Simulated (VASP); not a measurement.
# Al3Pd (Pm-3m) in VASP: a series of runs

Al3Pd is run at these levels: LDA; tasks: single point.

Everything below comes from runs of VASP 6.6.1. Logs are shortened: lines on timing, memory, paths and dates and some standing lists are left out, and cuts for length are marked.

### 1 The cell of the first run

The structure is cubic, space group Pm-3m (No. 221). The conventional cell has a = 3.894 Å, b = 3.894 Å, c = 3.894 Å, α = 90.00°, β = 90.00°, γ = 90.00°. Pd (site symmetry m-3m) has 12 Al at 2.75 Å within 3.6 Å. Within 3.6 Å of Al (site symmetry 4/mmm) lie 4 Pd at 2.75 Å and 8 Al at 2.75 Å.

### 2 Single point, LDA (volume scaled by 0.96)

Input file INCAR:

```
PREC     = Accurate       # precision mode
ENCUT    = 520            # plane-wave cutoff, eV
EDIFF    = 1E-6           # SCF threshold, eV
ISMEAR   = -1             # smearing method
SIGMA    = 0.05           # smearing width, eV
LREAL    = False          # projectors in reciprocal space
LASPH    = True           # aspherical terms in the spheres
NELM     = 80             # most SCF steps
ALGO     = Normal         # electronic algorithm
ISIF     = 2              # what is computed and relaxed
LWAVE    = False          # write WAVECAR
LCHARG   = False          # write CHGCAR
NBANDS   = 18             # bands
```

Input file KPOINTS:

```
regular mesh
0
Gamma
  7 7 7
```

Input file POSCAR:

```
Al3Pd
1.0
    3.8935668393      0.0000000000      0.0000000000
    0.0000000000      3.8935668393      0.0000000000
    0.0000000000      0.0000000000      3.8935668393
Pd Al
1 3
Direct
    0.0000000000      0.0000000000      0.0000000000
    0.5000000000      0.5000000000      0.0000000000
    0.5000000000      0.0000000000      0.5000000000
    0.0000000000      0.5000000000      0.5000000000
```

Potentials or basis: VASP PAW LDA potentials, release 64 (Pd, Al).

Command:

```
$ cat potpaw_LDA.64/Pd/POTCAR potpaw_LDA.64/Al/POTCAR > POTCAR
$ mpirun -np 1 vasp_std > vasp.out
```

OUTCAR:

```text
PREC = Accurate
   ENCUT = 520
   EDIFF = 1E-6
   ISMEAR = -1
   LREAL = False
   LASPH = True
   NELM = 80
   ISIF = 2

 ion  position               nearest neighbor table
   1  0.000  0.000  0.000-   2 2.75   3 2.75   4 2.75   3 2.75   4 2.75   2 2.75   4 2.75   4 2.75
                             2 2.75   3 2.75   3 2.75   2 2.75
   2  0.500  0.500  0.000-   1 2.75   3 2.75   4 2.75   3 2.75   4 2.75   1 2.75   3 2.75   3 2.75
                             1 2.75   4 2.75   4 2.75   1 2.75
   3  0.500  0.000  0.500-   1 2.75   2 2.75   4 2.75   1 2.75   2 2.75   2 2.75   4 2.75   2 2.75
                             1 2.75   4 2.75   1 2.75   4 2.75
   4  0.000  0.500  0.500-   1 2.75   2 2.75   3 2.75   1 2.75   2 2.75   1 2.75   3 2.75   1 2.75
                             2 2.75   3 2.75   2 2.75   3 2.75

  LATTYP: Found a simple cubic cell.
 ALAT       =     3.8935668393

  Lattice vectors:

 A1 = (   3.8935668393,   0.0000000000,   0.0000000000)
 A2 = (   0.0000000000,   3.8935668393,   0.0000000000)
 A3 = (   0.0000000000,   0.0000000000,   3.8935668393)

Analysis of symmetry for initial positions (statically):
=====================================================================
 Subroutine PRICEL returns:
 Original cell was already a primitive cell.

 Routine SETGRP: Setting up the symmetry group for a
 simple cubic supercell.

 Subroutine GETGRP returns: Found 48 space group operations
 (whereof 48 operations were pure point group operations)
 out of a pool of 48 trial point group operations.

The static configuration has the point symmetry O_h .

Analysis of symmetry for dynamics (positions and initial velocities):
=====================================================================
 Subroutine PRICEL returns:
 Original cell was already a primitive cell.

 Routine SETGRP: Setting up the symmetry group for a
 simple cubic supercell.

 Subroutine GETGRP returns: Found 48 space group operations
 (whereof 48 operations were pure point group operations)
 out of a pool of 48 trial point group operations.

The dynamic configuration has the point symmetry O_h .

 Subroutine INISYM returns: Found 48 space group operations
 (whereof 48 operations are pure point group operations),
 and found     1 'primitive' translations

----------------------------------------------------------------------------------------

                                     Primitive cell

  volume of cell :      59.0259

  direct lattice vectors                    reciprocal lattice vectors
     3.893566839  0.000000000  0.000000000     0.256833911  0.000000000  0.000000000
     0.000000000  3.893566839  0.000000000     0.000000000  0.256833911  0.000000000
     0.000000000  0.000000000  3.893566839     0.000000000  0.000000000  0.256833911

  length of vectors
     3.893566839  3.893566839  3.893566839     0.256833911  0.256833911  0.256833911

  position of ions in fractional coordinates (direct lattice)
     0.000000000  0.000000000  0.000000000
     0.500000000  0.500000000  0.000000000
     0.500000000  0.000000000  0.500000000
     0.000000000  0.500000000  0.500000000

  ion indices of the primitive-cell ions
   primitive index   ion index
                 1           1
                 2           2
                 3           3
                 4           4

----------------------------------------------------------------------------------------

 KPOINTS: regular mesh

Automatic generation of k-mesh.
 Grid dimensions read from file:
 generate k-points for:    7    7    7

 Generating k-lattice:

  Cartesian coordinates                     Fractional coordinates (reciprocal lattice)
     0.036690559  0.000000000  0.000000000     0.142857143  0.000000000  0.000000000
     0.000000000  0.036690559  0.000000000     0.000000000  0.142857143  0.000000000
     0.000000000  0.000000000  0.036690559     0.000000000  0.000000000  0.142857143

  Length of vectors
     0.036690559  0.036690559  0.036690559

  Shift w.r.t. Gamma in fractional coordinates (k-lattice)
     0.000000000  0.000000000  0.000000000

 Subroutine IBZKPT returns following result:
 ===========================================

 Found     20 irreducible k-points:

 Following reciprocal coordinates:
            Coordinates               Weight
  0.000000  0.000000  0.000000      1.000000
  0.142857  0.000000  0.000000      6.000000
  0.285714  0.000000  0.000000      6.000000
  0.428571  0.000000  0.000000      6.000000
  0.142857  0.142857  0.000000     12.000000
  0.285714  0.142857  0.000000     24.000000
[... 12 lines left out ...]
  0.428571  0.428571  0.285714     24.000000
  0.428571  0.428571  0.428571      8.000000
   k-points           NKPTS =     20   k-points in BZ     NKDIM =     20   number of bands    NBANDS=     18
   number of dos      NEDOS =    301   number of ions     NIONS =      4
   total plane-waves  NPLWV =  27000
   dimension x,y,z NGX =    30 NGY =   30 NGZ =   30
   dimension x,y,z NGXF=    60 NGYF=   60 NGZF=   60
   ions per type =               1   3
   NGX,Y,Z   is equivalent  to a cutoff of  12.81, 12.81, 12.81 a.u.
   NGXF,Y,Z  is equivalent  to a cutoff of  25.62, 25.62, 25.62 a.u.
 SYSTEM =  unknown system
   PREC   = accura    normal or accurate (medium, high low for compatibility)
   ISTART =      0    job   : 0-new  1-cont  2-samecut
   ICHARG =      2    charge: 1-file 2-atom 10-const
   ISPIN  =      1    spin polarized calculation?
   LNONCOLLINEAR =      F non collinear calculations
   LSORBIT =      F    spin-orbit coupling
   LASPH  =      T    aspherical Exc in radial PAW
   ENCUT  =  520.0 eV  38.22 Ry    6.18 a.u.   7.24  7.24  7.24*2*pi/ulx,y,z
   NELM   =     80;   NELMIN=  2; NELMDL= -5     # of ELM steps
   EDIFF  = 0.1E-05   stopping-criterion for ELM
   LREAL  =      F    real-space projection
   EDIFFG = 0.1E-04   stopping-criterion for IOM
   NSW    =      0    number of steps for IOM
   IBRION =     -1    ionic relax: 0-MD 1-quasi-New 2-CG
   NFREE  =      0    steps in history (QN), initial steepest desc. (CG)
   ISIF   =      2    stress and relaxation
   ISYM   =      2    0-nonsym 1-usesym 2-fastsym
   POTIM  = 0.5000    time-step for ionic-motion
   TEBEG  =    0.0;   TEEND  =   0.0 temperature during run
   PSTRESS=    0.0 pullay stress
   NELECT =      19.0000    total number of electrons
   NUPDOWN=      -1.0000    fix difference up-down
   EMIN   =  10.00;   EMAX   =-10.00  energy-range for DOS
   EFERMI =   0.00;   METHOD = LEGACY
   ISMEAR =    -1;   SIGMA  =   0.05  broadening in eV -4-tet -1-fermi 0-gaus
   EFERMI_NEDOS =   21; number of points for ismear=-14 and -15
   IALGO  =     38    algorithm
   IMIX   =      4    mixing-type and parameters
     AMIX     =   0.40;   BMIX     =  1.00
     AMIX_MAG =   1.60;   BMIX_MAG =  1.00
  volume/ion in A,a.u.               =      14.76        99.58
  Fermi-wavevector in a.u.,A,eV,Ry     =   1.121963  2.120202 17.127016  1.258800
  Thomas-Fermi vector in A             =   2.258620
   LORBIT       =      0    0 simple, 1 ext, 2 COOP (PROOUT), +10 PAW based schemes
   GGA     = CA    functional components
   LHFCALC =     F    Hartree Fock is set to
   AEXX    =    0.0000 exact exchange contribution
   IVDW    =     0    specifies the selected vdW correction
   LEPSILON=     F    determine dielectric tensor
   LRPA    =     F    only Hartree local field effects (RPA)
 non-spin polarized calculation
  energy-cutoff  :      520.00
  volume of cell :       59.03
 maximum number of plane-waves:      1600
 NGX is ok and might be reduce to    30
   NGX = 15   NGY = 15   NGZ = 15

 number of electron      19.0000008 magnetization

 Free energy of the ion-electron system (eV)
  ---------------------------------------------------
  ext. energy  EPLUGINS =         0.00000000
  ---------------------------------------------------
  free energy    TOTEN  =       -20.46947070 eV

  energy without entropy =      -20.44525636  energy(sigma->0) =      -20.45736353

 E-fermi :   9.6414     XC(G=0): -11.4408

 val. band max:        9.6105736800   @ k =   0.0000   0.0000   0.0000
 cond. band min:       9.6648034074   @ k =   0.2857   0.2857   0.2857
 fundamental gap:      0.0542297275
 Fermi energy:         9.6414180659

 k-point     1 :       0.0000    0.0000    0.0000
  band No.  band energies     occupation
      1      -1.7425      2.00000
      2       4.3191      2.00000
      3       4.3191      2.00000
      4       5.7246      2.00000
      5       5.7246      2.00000
      6       5.7246      2.00000
[... 10 lines left out ...]
     17      17.3605      0.00000
     18      17.3605      0.00000

 k-point     2 :       0.1429    0.0000    0.0000
  band No.  band energies     occupation
      1      -1.5372      2.00000
      2       4.0473      2.00000
      3       4.3826      2.00000
      4       5.4849      2.00000
      5       5.4849      2.00000
      6       5.7403      2.00000
[... 10 lines left out ...]
     17      16.7824      0.00000
     18      16.9612      0.00000

 k-point     3 :       0.2857    0.0000    0.0000
  band No.  band energies     occupation
      1      -0.9306      2.00000
      2       2.9061      2.00000
      3       4.5335      2.00000
      4       5.1302      2.00000
      5       5.1302      2.00000
      6       5.7761      2.00000
[... 10 lines left out ...]
     17      17.2347      0.00000
     18      17.3976      0.00000

 k-point     4 :       0.4286    0.0000    0.0000
  band No.  band energies     occupation
      1       0.0327      2.00000
      2       1.4389      2.00000
      3       4.6644      2.00000
      4       4.9220      2.00000
      5       4.9220      2.00000
      6       5.8053      2.00000
[... 291 lines left out ...]
      4       4.6896      2.00000
      5       5.0026      2.00000
      6       5.2333      2.00000
[... 10 lines left out ...]
     17      19.2638      0.00000
     18      19.7335      0.00000

 k-point    19 :       0.4286    0.4286    0.2857
  band No.  band energies     occupation
      1       2.0342      2.00000
      2       3.2684      2.00000
      3       3.2932      2.00000
      4       4.5031      2.00000
      5       5.2780      2.00000
      6       5.3763      2.00000
[... 10 lines left out ...]
     17      19.0570      0.00000
     18      20.6177      0.00000

 k-point    20 :       0.4286    0.4286    0.4286
  band No.  band energies     occupation
      1       2.6772      2.00000
      2       3.3251      2.00000
      3       3.3251      2.00000
      4       4.9583      2.00000
      5       5.2470      2.00000
      6       5.5066      2.00000
[... 10 lines left out ...]
     17      21.3851      0.00000
     18      21.3862      0.00000

------------------------ aborting loop because EDIFF is reached ----------------------------------------

  FORCE on cell =-STRESS in cart. coord.  units (eV):
  Direction    XX          YY          ZZ          XY          YZ          ZX
  --------------------------------------------------------------------------------------
  -------------------------------------------------------------------------------------
  Total       -0.0049787     -0.0049787     -0.0049787     -0.0000000     -0.0000000      0.0000000
  in kB       -0.1351399     -0.1351399     -0.1351399     -0.0000000     -0.0000000      0.0000000
  external PRESSURE =      -0.1351399 kB  Pullay stress =       0.0000000 kB

 VOLUME and BASIS-vectors are now :
 -----------------------------------------------------------------------------
  energy-cutoff  :      520.00
  volume of cell :       59.03
      direct lattice vectors                 reciprocal lattice vectors
     3.893566839  0.000000000  0.000000000     0.256833911  0.000000000  0.000000000
     0.000000000  3.893566839  0.000000000     0.000000000  0.256833911  0.000000000
     0.000000000  0.000000000  3.893566839     0.000000000  0.000000000  0.256833911

 POSITION                                       TOTAL-FORCE (eV/Angst)
 -----------------------------------------------------------------------------------
      0.00000      0.00000      0.00000         0.000000      0.000000      0.000000
      1.94678      1.94678      0.00000         0.000000      0.000000      0.000000
      1.94678      0.00000      1.94678         0.000000      0.000000      0.000000
      0.00000      1.94678      1.94678         0.000000      0.000000      0.000000
 -----------------------------------------------------------------------------------
    total drift:                               -0.000000     -0.000000      0.000000

  FREE ENERGIE OF THE ION-ELECTRON SYSTEM (eV)
  ---------------------------------------------------
  free  energy   TOTEN  =       -20.4694706966 eV

  energy  without entropy=      -20.4452563614  energy(sigma->0) =      -20.45736353
```

Run time: 23 s. Hardware: 1 thread of AMD EPYC 7R13 (Zen 3), shared host; peak memory 0.12 GiB.

What came out:

```
Free energy : -20.4695 eV
Pressure    : 0.0 GPa
```

Levels at points of the mesh, in eV from the Fermi level:
| k point | band 7 | band 8 | band 9 | band 10 | band 11 | band 12 |
| --- | --- | --- | --- | --- | --- | --- |
| (0.00, 0.00, 0.00) | -2.42 | -2.42 | -2.42 | -0.03 | 1.92 | 1.92 |

[end of part 1 of 3]
